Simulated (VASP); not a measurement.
# MgSn2Se3 (P-3m1) in VASP: relaxation of cell and atoms with PBEsol

Aim: the relaxation of cell and atoms of MgSn2Se3 with PBEsol.

Program: VASP 6.6.1. These are calculated values, not measurements. Logs are shortened: lines on timing, memory, paths and dates and some standing lists are left out, and cuts for length are marked.

### 1 The cell of the first run

It takes space group P-3m1 (No. 164, trigonal). The conventional cell has a = 4.283 Å, b = 4.283 Å, c = 10.485 Å, α = 90.00°, β = 90.00°, γ = 120.00°. Within 4.0 Å of Mg (site symmetry -3m) lie 6 Se at 3.02 Å. Within 3.9 Å of Sn (site symmetry 3m) lie 6 Se at 2.96 to 3.10 Å. Se (site symmetry 3m) has 3 Mg at 3.02 Å and 3 Sn at 3.10 Å within 4.0 Å. Within 3.9 Å of Se (site symmetry -3m) lie 6 Sn at 2.96 Å.

### 2 Relaxation of cell and atoms, PBEsol

Input file INCAR:

```
PREC = Accurate
ENCUT = 600
EDIFF = 1E-6
ISMEAR = -1
SIGMA = 0.03
LREAL = F
LASPH = T
NELM = 80
ALGO = Normal
ISIF = 3
LWAVE = F
LCHARG = F
GGA = PS
IBRION = 2
NSW = 100
EDIFFG = -0.01
```

Input file KPOINTS:

```
regular mesh
0
Gamma
  6 6 2
```

Input file POSCAR:

```
MgSn2Se3
1.0
    4.2833535900      0.0000000000      0.0000000000
   -2.1416767900      3.7094930200      0.0000000000
    0.0000000000      0.0000000000     10.4846564600
Mg Sn Se
1 2 3
Direct
    0.0000000000      0.0000000000      0.0000000000
    0.3333333300      0.6666666700      0.6559942900
    0.6666666700      0.3333333300      0.3440057100
    0.3333333300      0.6666666700      0.1659022100
    0.6666666700      0.3333333300      0.8340977900
    0.0000000000      0.0000000000      0.5000000000
```

Potentials or basis: VASP PAW PBE potentials, release 64 (Mg, Sn_d, Se).

Launch:

```sh
$ cat potpaw_PBE.64/Mg/POTCAR potpaw_PBE.64/Sn_d/POTCAR potpaw_PBE.64/Se/POTCAR > POTCAR
$ mpirun -np 1 vasp_std > vasp.out
```

OUTCAR:

```text
PREC = Accurate
   ENCUT = 600
   EDIFF = 1E-6
   ISMEAR = -1
   LREAL = F
   LASPH = T
   NELM = 80
   ISIF = 3
   GGA = PS
   IBRION = 2
   NSW = 100
   EDIFFG = -0.01

 ion  position               nearest neighbor table
   1  0.000  0.000  0.000-   4 3.02   5 3.02   4 3.02   5 3.02   5 3.02   4 3.02
   2  0.333  0.667  0.656-   6 2.96   6 2.96   6 2.96   5 3.10   5 3.10   5 3.10
   3  0.667  0.333  0.344-   6 2.96   6 2.96   6 2.96   4 3.10   4 3.10   4 3.10
   4  0.333  0.667  0.166-   1 3.02   1 3.02   1 3.02   3 3.10   3 3.10   3 3.10
   5  0.667  0.333  0.834-   1 3.02   1 3.02   1 3.02   2 3.10   2 3.10   2 3.10
   6  0.000  0.000  0.500-   2 2.96   3 2.96   2 2.96   3 2.96   3 2.96   2 2.96

  LATTYP: Found a hexagonal cell.
 ALAT       =     4.2833535900
 C/A-ratio  =     2.4477681423

  Lattice vectors:

 A1 = (   4.2833535900,   0.0000000000,   0.0000000000)
 A2 = (  -2.1416767900,   3.7094930200,   0.0000000000)
 A3 = (   0.0000000000,   0.0000000000,  10.4846564600)

Analysis of symmetry for initial positions (statically):
=====================================================================
 Subroutine PRICEL returns:
 Original cell was already a primitive cell.

 Routine SETGRP: Setting up the symmetry group for a
 hexagonal supercell.

 Subroutine GETGRP returns: Found 12 space group operations
 (whereof 12 operations were pure point group operations)
 out of a pool of 24 trial point group operations.

The static configuration has the point symmetry D_3d.

Analysis of symmetry for dynamics (positions and initial velocities):
=====================================================================
 Subroutine PRICEL returns:
 Original cell was already a primitive cell.

 Routine SETGRP: Setting up the symmetry group for a
 hexagonal supercell.

 Subroutine GETGRP returns: Found 12 space group operations
 (whereof 12 operations were pure point group operations)
 out of a pool of 24 trial point group operations.

The dynamic configuration has the point symmetry D_3d.

 Subroutine INISYM returns: Found 12 space group operations
 (whereof 12 operations are pure point group operations),
 and found     1 'primitive' translations

----------------------------------------------------------------------------------------

                                     Primitive cell

  volume of cell :     166.5914

  direct lattice vectors                    reciprocal lattice vectors
     4.283353590  0.000000000  0.000000000     0.233461931  0.134789308  0.000000000
    -2.141676790  3.709493020  0.000000000     0.000000000  0.269578618  0.000000000
     0.000000000  0.000000000 10.484656460     0.000000000  0.000000000  0.095377469

  length of vectors
     4.283353590  4.283353585 10.484656460     0.269578617  0.269578618  0.095377469

  position of ions in fractional coordinates (direct lattice)
     0.000000000  0.000000000  0.000000000
     0.333333330  0.666666670  0.655994290
     0.666666670  0.333333330  0.344005710
     0.333333330  0.666666670  0.165902210
     0.666666670  0.333333330  0.834097790
     0.000000000  0.000000000  0.500000000

  ion indices of the primitive-cell ions
   primitive index   ion index
                 1           1
                 2           2
                 3           3
                 4           4
                 5           5
                 6           6

----------------------------------------------------------------------------------------

 KPOINTS: regular mesh

Automatic generation of k-mesh.
 Grid dimensions read from file:
 generate k-points for:    6    6    2

 Generating k-lattice:

  Cartesian coordinates                     Fractional coordinates (reciprocal lattice)
     0.038910322  0.022464885  0.000000000     0.166666667  0.000000000  0.000000000
     0.000000000  0.044929770  0.000000000     0.000000000  0.166666667  0.000000000
     0.000000000  0.000000000  0.047688735     0.000000000  0.000000000  0.500000000

  Length of vectors
     0.044929770  0.044929770  0.047688735

  Shift w.r.t. Gamma in fractional coordinates (k-lattice)
     0.000000000  0.000000000  0.000000000

 Subroutine IBZKPT returns following result:
 ===========================================

 Found     14 irreducible k-points:

 Following reciprocal coordinates:
            Coordinates               Weight
  0.000000  0.000000  0.000000      1.000000
  0.166667 -0.000000  0.000000      6.000000
  0.333333 -0.000000  0.000000      6.000000
  0.500000 -0.000000  0.000000      3.000000
  0.166667  0.166667  0.000000      6.000000
  0.333333  0.166667  0.000000     12.000000
  0.333333  0.333333  0.000000      2.000000
  0.000000  0.000000  0.500000      1.000000
  0.166667 -0.000000  0.500000      6.000000
  0.333333 -0.000000  0.500000      6.000000
  0.500000 -0.000000  0.500000      3.000000
  0.166667  0.166667  0.500000      6.000000
  0.333333  0.166667  0.500000     12.000000
  0.333333  0.333333  0.500000      2.000000
   k-points           NKPTS =     14   k-points in BZ     NKDIM =     14   number of bands    NBANDS=     28
   number of dos      NEDOS =    301   number of ions     NIONS =      6
   total plane-waves  NPLWV = 108864
   dimension x,y,z NGX =    36 NGY =   36 NGZ =   84
   dimension x,y,z NGXF=    72 NGYF=   72 NGZF=  168
   ions per type =               1   2   3
   NGX,Y,Z   is equivalent  to a cutoff of  13.97, 13.97, 13.32 a.u.
   NGXF,Y,Z  is equivalent  to a cutoff of  27.94, 27.94, 26.64 a.u.
 SYSTEM =  unknown system
   PREC   = accura    normal or accurate (medium, high low for compatibility)
   ISTART =      0    job   : 0-new  1-cont  2-samecut
   ICHARG =      2    charge: 1-file 2-atom 10-const
   ISPIN  =      1    spin polarized calculation?
   LNONCOLLINEAR =      F non collinear calculations
   LSORBIT =      F    spin-orbit coupling
   LASPH  =      T    aspherical Exc in radial PAW
   ENCUT  =  600.0 eV  44.10 Ry    6.64 a.u.   8.55  8.55 20.94*2*pi/ulx,y,z
   NELM   =     80;   NELMIN=  2; NELMDL= -5     # of ELM steps
   EDIFF  = 0.1E-05   stopping-criterion for ELM
   LREAL  =      F    real-space projection
   EDIFFG = -.1E-01   stopping-criterion for IOM
   NSW    =    100    number of steps for IOM
   IBRION =      2    ionic relax: 0-MD 1-quasi-New 2-CG
   NFREE  =      1    steps in history (QN), initial steepest desc. (CG)
   ISIF   =      3    stress and relaxation
   ISYM   =      2    0-nonsym 1-usesym 2-fastsym
   POTIM  = 0.5000    time-step for ionic-motion
   TEBEG  =    0.0;   TEEND  =   0.0 temperature during run
   PSTRESS=    0.0 pullay stress
   NELECT =      48.0000    total number of electrons
   NUPDOWN=      -1.0000    fix difference up-down
   EMIN   =  10.00;   EMAX   =-10.00  energy-range for DOS
   EFERMI =   0.00;   METHOD = LEGACY
   ISMEAR =    -1;   SIGMA  =   0.03  broadening in eV -4-tet -1-fermi 0-gaus
   EFERMI_NEDOS =   21; number of points for ismear=-14 and -15
   IALGO  =     38    algorithm
   IMIX   =      4    mixing-type and parameters
     AMIX     =   0.40;   BMIX     =  1.00
     AMIX_MAG =   1.60;   BMIX_MAG =  1.00
  volume/ion in A,a.u.               =      27.77       187.37
  Fermi-wavevector in a.u.,A,eV,Ry     =   1.081279  2.043321 15.907439  1.169164
  Thomas-Fermi vector in A             =   2.217291
   LORBIT       =      0    0 simple, 1 ext, 2 COOP (PROOUT), +10 PAW based schemes
   GGA     = PS    functional components
   LHFCALC =     F    Hartree Fock is set to
   AEXX    =    0.0000 exact exchange contribution
   IVDW    =     0    specifies the selected vdW correction
   LEPSILON=     F    determine dielectric tensor
   LRPA    =     F    only Hartree local field effects (RPA)
 conjugate gradient relaxation of ions
 non-spin polarized calculation
  energy-cutoff  :      600.00
  volume of cell :      166.59
 maximum number of plane-waves:      5603
 NGX is ok and might be reduce to    36
   NGX = 17   NGY = 17   NGZ = 41

--------------------------------------- Ionic step        1  -------------------------------------------

 number of electron      48.0000007 magnetization

 Free energy of the ion-electron system (eV)
  ---------------------------------------------------
  ext. energy  EPLUGINS =         0.00000000
  ---------------------------------------------------
  free energy    TOTEN  =       -25.19624083 eV

  energy without entropy =      -25.19511805  energy(sigma->0) =      -25.19567944

 E-fermi :   4.1684     XC(G=0):  -9.2631

 val. band max:        4.1564566612   @ k =   0.0000   0.0000   0.0000
 cond. band min:       4.1803884632   @ k =   0.0000   0.0000   0.0000
 fundamental gap:      0.0239318020
 Fermi energy:         4.1684226973

 k-point     1 :       0.0000    0.0000    0.0000
  band No.  band energies     occupation
      1     -17.4024      2.00000
      2     -17.4024      2.00000
      3     -17.3965      2.00000
      4     -17.3965      2.00000
      5     -17.3959      2.00000
      6     -17.3957      2.00000
[... 536 lines left out ...]
  FREE ENERGIE OF THE ION-ELECTRON SYSTEM (eV)
  ---------------------------------------------------
  free  energy   TOTEN  =       -25.5509247209 eV

  energy  without entropy=      -25.5506948355  energy(sigma->0) =      -25.55080978

[... ionic steps 4 to 12 ...]

--------------------------------------- Ionic step       13  -------------------------------------------

 number of electron      48.0000004 magnetization

------------------------ aborting loop because EDIFF is reached ----------------------------------------

  FORCE on cell =-STRESS in cart. coord.  units (eV):
  Direction    XX          YY          ZZ          XY          YZ          ZX
  --------------------------------------------------------------------------------------
  -------------------------------------------------------------------------------------
  Total       -0.1034829     -0.1034829     -0.1248160     -0.0000000      0.0000000      0.0000000
  in kB       -1.1227091     -1.1227091     -1.3541572     -0.0000000      0.0000000      0.0000000
  external PRESSURE =      -1.1998584 kB  Pullay stress =       0.0000000 kB
[... 65 lines left out ...]
  energy  without entropy=      -25.7924706011  energy(sigma->0) =      -25.79349184

--------------------------------------- Ionic step       15  -------------------------------------------

 number of electron      48.0000004 magnetization

 Free energy of the ion-electron system (eV)
  ---------------------------------------------------
  ext. energy  EPLUGINS =         0.00000000
  ---------------------------------------------------
  free energy    TOTEN  =       -25.79453758 eV

  energy without entropy =      -25.79250614  energy(sigma->0) =      -25.79352186

 E-fermi :   5.6967     XC(G=0):  -9.8030

 val. band max:        5.0620799278   @ k =   0.1667  -0.0000   0.5000
 cond. band min:       5.7270546630   @ k =   0.5000  -0.0000   0.5000
 fundamental gap:      0.6649747351
 Fermi energy:         5.6966550802

 k-point     1 :       0.0000    0.0000    0.0000
  band No.  band energies     occupation
      1     -16.2225      2.00000
      2     -16.2225      2.00000
      3     -16.2184      2.00000
      4     -16.2184      2.00000
      5     -16.2131      2.00000
      6     -16.2108      2.00000
[... 456 lines left out ...]
  FREE ENERGIE OF THE ION-ELECTRON SYSTEM (eV)
  ---------------------------------------------------
  free  energy   TOTEN  =       -25.7945375755 eV

  energy  without entropy=      -25.7925061417  energy(sigma->0) =      -25.79352186

 reached required accuracy - stopping structural energy minimisation
```

Wall time 6.7 min (1 thread of Intel Xeon 6975P-C (Granite Rapids), shared host); peak memory 0.38 GiB.

What came out:

- Free energy: -25.7945 eV
- Relaxed volume: 24.56 Å³/atom
- Relaxed cell: a = 4.101 Å, b = 4.101 Å, c = 10.119 Å, α = 90.00°, β = 90.00°, γ = 120.00°
- Space group after relaxing (to 0.1 Å): P-3m1 (No. 164)
- Energy gained by relaxing: 99.7 meV/atom
- Ionic steps: 15
- Pressure after relaxing: 0.0 GPa
- Largest force after relaxing: 0.004 eV/Å
- Band gap on the k mesh: zero (bands 24 and 25 overlap by 0.03 eV)

Forces on the atoms (eV/Å):
```
Mg   0.000  0.000  0.000
Sn   0.000  0.000 -0.001
Sn   0.000  0.000  0.001
Se   0.000  0.000 -0.004
Se   0.000  0.000  0.004
Se   0.000  0.000  0.000
```

The path:
```
step  energy change (eV)  largest force (eV/Å)  pressure (GPa)  volume (Å³)
   1              0.0000                0.7236           -4.81       166.59
   2             -0.3546                0.7010            0.84       147.29
   3             -0.3547                0.7012            0.74       147.55
   4             -0.4480                0.6101            0.63       147.18
   5             -0.5743                0.2996            0.65       146.08
   6             -0.5899                0.0733           -0.73       149.38
   7             -0.5905                0.1088           -0.52       148.83
   8             -0.5969                0.0705            0.02       147.35
   9             -0.5969                0.0652            0.01       147.39
  10             -0.5977                0.0359            0.04       147.32
  11             -0.5982                0.0124            0.06       147.23
  12             -0.5982                0.0157            0.08       147.21
  13             -0.5982                0.0087           -0.12       147.68
  14             -0.5983                0.0120           -0.01       147.39
  15             -0.5983                0.0038           -0.01       147.36
```

Final structure:
```
Mg Sn Se
1.0
     4.10076    0.00000    0.00000
    -2.05038    3.55136    0.00000
     0.00000    0.00000   10.11880
Mg Sn Se
1 2 3
Direct
  0.00000 0.00000 0.00000
  0.33333 0.66667 0.67442
  0.66667 0.33333 0.32558
  0.33333 0.66667 0.14447
  0.66667 0.33333 0.85553
  0.00000 0.00000 0.50000
```

Caveat: semilocal functionals underestimate gaps, so a narrow gap can read as zero; the PAW data sets were made with another functional, which shifts forces and pressure a little; spin-orbit coupling is left out, which moves the levels of the heavy elements.
